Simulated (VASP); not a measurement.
# Na (Fmmm) in VASP: further runs

Runs on Na. Level: PBE. Tasks: single point.

Program: VASP 6.6.1. These are calculated values, not measurements. Logs are shortened: lines on timing, memory, paths and dates and some standing lists are left out, and cuts for length are marked.

## Step 1: The cell of the first run

The structure is orthorhombic, space group Fmmm (No. 69). Conventional cell: a = 4.235 Å, b = 5.877 Å, c = 6.101 Å, α = 90.00°, β = 90.00°, γ = 90.00°. Na (site symmetry mmm) has 14 Na at 3.62 to 4.24 Å within 4.8 Å.

## Step 2: Single point, PBE (strain +0.0375 x Voigt [0, 0, 0, 0, 0, 1])

Input file INCAR:

```
PREC     = Accurate       # precision mode
ENCUT    = 520            # plane-wave cutoff, eV
EDIFF    = 1E-6           # SCF threshold, eV
ISMEAR   = 0              # smearing method
SIGMA    = 0.15           # smearing width, eV
LREAL    = False          # projectors in reciprocal space
LASPH    = True           # aspherical terms in the spheres
NELM     = 60             # most SCF steps
ALGO     = Fast           # electronic algorithm
ISIF     = 2              # what is computed and relaxed
LWAVE    = False          # write WAVECAR
LCHARG   = True           # write CHGCAR
GGA      = PE             # functional
LELF     = True           # ELF
LVHAR    = True         
NBANDS   = 10             # bands
```

Input file KPOINTS:

```
regular mesh
0
Gamma
  16 16 16
```

Input file POSCAR:

```
Na
1.0
   -2.0777968750      2.0777968750      2.1175000000
    2.0777968750     -2.0777968750      2.1175000000
    2.1572031250      2.1572031250     -2.1175000000
Na
1
Direct
    0.0000000000      0.0000000000      0.0000000000
```

Potentials or basis: VASP PAW PBE potentials, release 64 (Na_pv).

Started as:

```
$ cat potpaw_PBE.64/Na_pv/POTCAR > POTCAR
$ mpirun -np 1 vasp_std > vasp.out
```

OUTCAR:

```text
PREC = Accurate
   ENCUT = 520
   EDIFF = 1E-6
   ISMEAR = 0
   LREAL = False
   LASPH = True
   NELM = 60
   ISIF = 2
   GGA = PE

 ion  position               nearest neighbor table
   1  0.000  0.000  0.000-

  LATTYP: Found a face centered orthorhombic cell.
 ALAT       =     4.2350000000
 B/A-ratio  =     1.3876970581
 C/A-ratio  =     1.4407300667

  Lattice vectors:

 A1 = (   4.2350000000,   0.0794062500,   0.0000000000)
 A2 = (   2.1572031250,   2.1572031250,   2.1175000000)
 A3 = (   2.0777968750,  -2.0777968750,   2.1175000000)

Analysis of symmetry for initial positions (statically):
=====================================================================
 Subroutine PRICEL returns:
 Original cell was already a primitive cell.

 Routine SETGRP: Setting up the symmetry group for a
 face centered orthorhombic supercell.

 Subroutine GETGRP returns: Found  8 space group operations
 (whereof  8 operations were pure point group operations)
 out of a pool of  8 trial point group operations.

The static configuration has the point symmetry D_2h.

Analysis of symmetry for dynamics (positions and initial velocities):
=====================================================================
 Subroutine PRICEL returns:
 Original cell was already a primitive cell.

 Routine SETGRP: Setting up the symmetry group for a
 face centered orthorhombic supercell.

 Subroutine GETGRP returns: Found  8 space group operations
 (whereof  8 operations were pure point group operations)
 out of a pool of  8 trial point group operations.

The dynamic configuration has the point symmetry D_2h.

 Subroutine INISYM returns: Found  8 space group operations
 (whereof  8 operations are pure point group operations),
 and found     1 'primitive' translations

----------------------------------------------------------------------------------------

                                     Primitive cell

  volume of cell :      37.9645

  direct lattice vectors                    reciprocal lattice vectors
    -2.077796875  2.077796875  2.117500000    -0.004428948  0.236210552  0.236127509
     2.077796875 -2.077796875  2.117500000     0.236210552 -0.004428948  0.236127509
     2.157203125  2.157203125 -2.117500000     0.231781604  0.231781604  0.000000000

  length of vectors
     3.621917442  3.621917442  3.713604300     0.334022815  0.334022815  0.327788688

  position of ions in fractional coordinates (direct lattice)
     0.000000000  0.000000000  0.000000000

  ion indices of the primitive-cell ions
   primitive index   ion index
                 1           1

----------------------------------------------------------------------------------------

 KPOINTS: regular mesh

Automatic generation of k-mesh.
 Grid dimensions read from file:
 generate k-points for:   16   16   16

 Generating k-lattice:

  Cartesian coordinates                     Fractional coordinates (reciprocal lattice)
    -0.000276809  0.014763159  0.014757969     0.062500000  0.000000000 -0.000000000
     0.014763159 -0.000276809  0.014757969     0.000000000  0.062500000 -0.000000000
     0.014486350  0.014486350  0.000000000     0.000000000  0.000000000  0.062500000

  Length of vectors
     0.020876426  0.020876426  0.020486793

  Shift w.r.t. Gamma in fractional coordinates (k-lattice)
     0.000000000  0.000000000  0.000000000

 Subroutine IBZKPT returns following result:
 ===========================================

 Found    621 irreducible k-points:

 Following reciprocal coordinates:
            Coordinates               Weight
  0.000000  0.000000  0.000000      1.000000
  0.062500  0.000000 -0.000000      8.000000
  0.125000  0.000000 -0.000000      8.000000
  0.187500  0.000000  0.000000      8.000000
  0.250000  0.000000 -0.000000      8.000000
  0.312500 -0.000000  0.000000      8.000000
[... 16 lines left out ...]
 -0.125000  0.062500  0.000000      8.000000
 -0.062500  0.062500  0.000000      2.000000
 [... further k-points ...]
   k-points           NKPTS =    621   k-points in BZ     NKDIM =    621   number of bands    NBANDS=     10
   number of dos      NEDOS =    301   number of ions     NIONS =      1
   total plane-waves  NPLWV =  21952
   dimension x,y,z NGX =    28 NGY =   28 NGZ =   28
   dimension x,y,z NGXF=    56 NGYF=   56 NGZF=   56
   ions per type =               1
   NGX,Y,Z   is equivalent  to a cutoff of  12.85, 12.85, 12.53 a.u.
   NGXF,Y,Z  is equivalent  to a cutoff of  25.70, 25.70, 25.07 a.u.
 SYSTEM =  unknown system
   PREC   = accura    normal or accurate (medium, high low for compatibility)
   ISTART =      0    job   : 0-new  1-cont  2-samecut
   ICHARG =      2    charge: 1-file 2-atom 10-const
   ISPIN  =      1    spin polarized calculation?
   LNONCOLLINEAR =      F non collinear calculations
   LSORBIT =      F    spin-orbit coupling
   LASPH  =      T    aspherical Exc in radial PAW
   ENCUT  =  520.0 eV  38.22 Ry    6.18 a.u.   6.73  6.73  6.90*2*pi/ulx,y,z
   NELM   =     60;   NELMIN=  2; NELMDL= -5     # of ELM steps
   EDIFF  = 0.1E-05   stopping-criterion for ELM
   LREAL  =      F    real-space projection
   EDIFFG = 0.1E-04   stopping-criterion for IOM
   NSW    =      0    number of steps for IOM
   IBRION =     -1    ionic relax: 0-MD 1-quasi-New 2-CG
   NFREE  =      0    steps in history (QN), initial steepest desc. (CG)
   ISIF   =      2    stress and relaxation
   ISYM   =      2    0-nonsym 1-usesym 2-fastsym
   POTIM  = 0.5000    time-step for ionic-motion
   TEBEG  =    0.0;   TEEND  =   0.0 temperature during run
   PSTRESS=    0.0 pullay stress
   NELECT =       7.0000    total number of electrons
   NUPDOWN=      -1.0000    fix difference up-down
   EMIN   =  10.00;   EMAX   =-10.00  energy-range for DOS
   EFERMI =   0.00;   METHOD = LEGACY
   ISMEAR =     0;   SIGMA  =   0.15  broadening in eV -4-tet -1-fermi 0-gaus
   EFERMI_NEDOS =   21; number of points for ismear=-14 and -15
   IALGO  =     68    algorithm
   IMIX   =      4    mixing-type and parameters
     AMIX     =   0.40;   BMIX     =  1.00
     AMIX_MAG =   1.60;   BMIX_MAG =  1.00
  volume/ion in A,a.u.               =      37.96       256.20
  Fermi-wavevector in a.u.,A,eV,Ry     =   0.931783  1.760815 11.812856  0.868220
  Thomas-Fermi vector in A             =   2.058313
   LORBIT       =      0    0 simple, 1 ext, 2 COOP (PROOUT), +10 PAW based schemes
   GGA     = PE    functional components
   LHFCALC =     F    Hartree Fock is set to
   AEXX    =    0.0000 exact exchange contribution
   IVDW    =     0    specifies the selected vdW correction
   LEPSILON=     F    determine dielectric tensor
   LRPA    =     F    only Hartree local field effects (RPA)
 non-spin polarized calculation
 RMM-DIIS sequential band-by-band and
 Gauss-broadening in eV      SIGMA  =   0.15
  energy-cutoff  :      520.00
  volume of cell :       37.96
 maximum number of plane-waves:      1048
   NGX = 13   NGY = 13   NGZ = 13

 number of electron       7.0000007 magnetization

 Free energy of the ion-electron system (eV)
  ---------------------------------------------------
  ext. energy  EPLUGINS =         0.00000000
  ---------------------------------------------------
  free energy    TOTEN  =        -1.31252262 eV

  energy without entropy =       -1.30739524  energy(sigma->0) =       -1.30995893

 E-fermi :   0.2657     XC(G=0):  -6.4405

 val. band max:        0.2631906269   @ k =   0.0625   0.0625   0.3750
 cond. band min:       0.2670945961   @ k =   0.5000   0.2500   0.0000
 fundamental gap:      0.0039039693
 Fermi energy:         0.2657220441

 k-point     1 :       0.0000    0.0000    0.0000
  band No.  band energies     occupation
      1     -24.6591      2.00000
      2     -24.6587      2.00000
      3     -24.6583      2.00000
      4      -2.9667      2.00000
      5      11.6466      0.00000
      6      11.7513      0.00000
      7      11.9375      0.00000
      8      12.8336      0.00000
      9      12.8885      0.00000
     10      13.0421      0.00000

 k-point     2 :       0.0625    0.0000   -0.0000
  band No.  band energies     occupation
      1     -24.6602      2.00000
      2     -24.6591      2.00000
      3     -24.6585      2.00000
      4      -2.8989      2.00000
      5      10.8675      0.00000
      6      11.2309      0.00000
      7      11.4996      0.00000
      8      12.3055      0.00000
      9      12.4659      0.00000
     10      13.3616      0.00000

 k-point     3 :       0.1250    0.0000   -0.0000
  band No.  band energies     occupation
      1     -24.6637      2.00000
      2     -24.6602      2.00000
      3     -24.6587      2.00000
      4      -2.6962      2.00000
      5       9.2703      0.00000
      6      10.5324      0.00000
      7      10.9022      0.00000
      8      11.6505      0.00000
      9      12.1527      0.00000
     10      13.6463      0.00000

 k-point     4 :       0.1875    0.0000    0.0000
  band No.  band energies     occupation
      1     -24.6691      2.00000
      2     -24.6620      2.00000
      3     -24.6587      2.00000
      4      -2.3600      2.00000
      5       7.6894      0.00000
      6       9.8833      0.00000
      7      10.3406      0.00000
      8      11.0369      0.00000
      9      11.7939      0.00000
     10      13.9243      0.00000

 k-point     5 :       0.2500    0.0000   -0.0000
  band No.  band energies     occupation
      1     -24.6755      2.00000
      2     -24.6640      2.00000
      3     -24.6586      2.00000
      4      -1.8928      2.00000
      5       6.1938      0.00000
      6       9.3352      0.00000
      7       9.8654      0.00000
      8      10.5340      0.00000
      9      11.3905      0.00000
     10      14.3415      0.00000

 k-point     6 :       0.3125   -0.0000    0.0000
  band No.  band energies     occupation
      1     -24.6818      2.00000
      2     -24.6661      2.00000
      3     -24.6586      2.00000
      4      -1.2982      2.00000
      5       4.7975      0.00000
      6       8.9022      0.00000
      7       9.4905      0.00000
      8      10.1457      0.00000
      9      11.0190      0.00000
     10      14.8331      0.00000
[... 183 lines left out ...]
 k-point    21 :      -0.2500    0.0625    0.0000
  band No.  band energies     occupation
      1     -24.6737      2.00000
      2     -24.6625      2.00000
      3     -24.6591      2.00000
      4      -2.0824      2.00000
      5       6.9416      0.00000
      6       9.1254      0.00000
      7       9.9689      0.00000
      8      10.7113      0.00000
      9      12.2406      0.00000
     10      13.4105      0.00000

 k-point    22 :      -0.1875    0.0625    0.0000
  band No.  band energies     occupation
      1     -24.6679      2.00000
      2     -24.6606      2.00000
      3     -24.6590      2.00000
      4      -2.4865      2.00000
      5       8.4754      0.00000
      6       9.7642      0.00000
      7      10.4923      0.00000
      8      11.1989      0.00000
      9      12.3952      0.00000
     10      13.3664      0.00000

 k-point    23 :      -0.1250    0.0625    0.0000
  band No.  band energies     occupation
      1     -24.6632      2.00000
      2     -24.6596      2.00000
      3     -24.6586      2.00000
      4      -2.7585      2.00000
      5      10.0666      0.00000
      6      10.5061      0.00000
      7      11.0646      0.00000
      8      11.6475      0.00000
      9      12.3725      0.00000
     10      13.3666      0.00000

 k-point    24 :      -0.0625    0.0625    0.0000
  band No.  band energies     occupation
      1     -24.6605      2.00000
      2     -24.6592      2.00000
      3     -24.6583      2.00000
      4      -2.8964      2.00000
      5      11.2185      0.00000
      6      11.4222      0.00000
      7      11.4525      0.00000
      8      12.0185      0.00000
      9      12.1832      0.00000
     10      12.9993      0.00000

 [... further k-points ...]
[... 5 lines left out ...]
  --------------------------------------------------------------------------------------
  -------------------------------------------------------------------------------------
  Total       -0.0712006     -0.0712006     -0.0678214     -0.0560428      0.0000000      0.0000000
  in kB       -3.0048094     -3.0048094     -2.8621989     -2.3651189      0.0000000      0.0000000
  external PRESSURE =      -2.9572726 kB  Pullay stress =       0.0000000 kB

 VOLUME and BASIS-vectors are now :
 -----------------------------------------------------------------------------
  energy-cutoff  :      520.00
  volume of cell :       37.96
      direct lattice vectors                 reciprocal lattice vectors
    -2.077796875  2.077796875  2.117500000    -0.004428948  0.236210552  0.236127509
     2.077796875 -2.077796875  2.117500000     0.236210552 -0.004428948  0.236127509
     2.157203125  2.157203125 -2.117500000     0.231781604  0.231781604  0.000000000

 POSITION                                       TOTAL-FORCE (eV/Angst)
 -----------------------------------------------------------------------------------
      0.00000      0.00000      0.00000        -0.000000     -0.000000     -0.000000
 -----------------------------------------------------------------------------------
    total drift:                               -0.000000     -0.000000     -0.000000

  FREE ENERGIE OF THE ION-ELECTRON SYSTEM (eV)
  ---------------------------------------------------
  free  energy   TOTEN  =        -1.3125226201 eV

  energy  without entropy=       -1.3073952356  energy(sigma->0) =       -1.30995893
```

It took 62 s on 1 thread of Intel Xeon 6975P-C (Granite Rapids), shared host; peak memory 0.3 GiB.

What came out:

```
Free energy : -1.3125 eV
Pressure    : -0.3 GPa
```

Caveat: the cell differs from its parent crystal (strain +0.0375 x Voigt [0, 0, 0, 0, 0, 1]).

## Step 3: Single point, PBE (strain +0.0225 x Voigt [0, 0, 0, 0, 0, 1])

Input file INCAR:

```
SYSTEM = Na
PREC     = Accurate       ! precision mode
ENCUT    = 520            ! plane-wave cutoff, eV
EDIFF    = 1E-6           ! SCF threshold, eV
ISMEAR   = 0              ! smearing method
SIGMA    = 0.15           ! smearing width, eV
LREAL    = .FALSE.        ! projectors in reciprocal space
LASPH    = .TRUE.         ! aspherical terms in the spheres
NELM     = 60             ! most SCF steps
ALGO     = Fast           ! electronic algorithm
ISIF     = 2              ! what is computed and relaxed
LWAVE    = .FALSE.        ! write WAVECAR
LCHARG   = .TRUE.         ! write CHGCAR
GGA      = PE             ! functional
LELF     = .TRUE.         ! ELF
LVHAR    = .TRUE.       
NBANDS   = 10             ! bands
```

Input file KPOINTS:

```
Automatic mesh
0
G
  16 16 16
  0 0 0
```

Input file POSCAR:

```
Na
1.0
   -2.0936781250      2.0936781250      2.1175000000
    2.0936781250     -2.0936781250      2.1175000000
    2.1413218750      2.1413218750     -2.1175000000
Na
1
Direct
    0.0000000000      0.0000000000      0.0000000000
```

Potentials or basis: VASP PAW PBE potentials, release 64 (Na_pv).

Started as:

```
$ cat potpaw_PBE.64/Na_pv/POTCAR > POTCAR
$ mpirun -np 1 vasp_std > vasp.out
```

Wall time 64 s (1 thread of Intel Xeon 6975P-C (Granite Rapids), shared host); peak memory 0.29 GiB.

Results (log left out):

* Free energy: -1.3132 eV
* Pressure: -0.3 GPa

Stress tensor (GPa, compression positive):
```
-0.30 -0.14  0.00
-0.14 -0.30  0.00
 0.00  0.00 -0.30
```

Levels at points of the mesh, in eV from the Fermi level:
```csv
k point,band 1,band 2,band 3,band 4,band 5,band 6,band 7
"(0.00, 0.00, 0.00)",-24.92,-24.92,-24.92,-3.23,11.50,11.52,11.63
"(0.50, 0.00, 0.00)",-24.96,-24.93,-24.92,0.75,1.19,8.09,8.86
"(0.50, 0.50, 0.00)",-24.96,-24.93,-24.92,0.83,1.29,8.04,8.88
"(0.00, 0.00, 0.50)",-24.95,-24.93,-24.92,0.67,1.09,8.17,9.10
"(0.50, 0.50, 0.50)",-24.95,-24.95,-24.94,4.48,4.48,4.79,4.81
```

Caveat: the cell differs from its parent crystal (strain +0.0225 x Voigt [0, 0, 0, 0, 0, 1]).
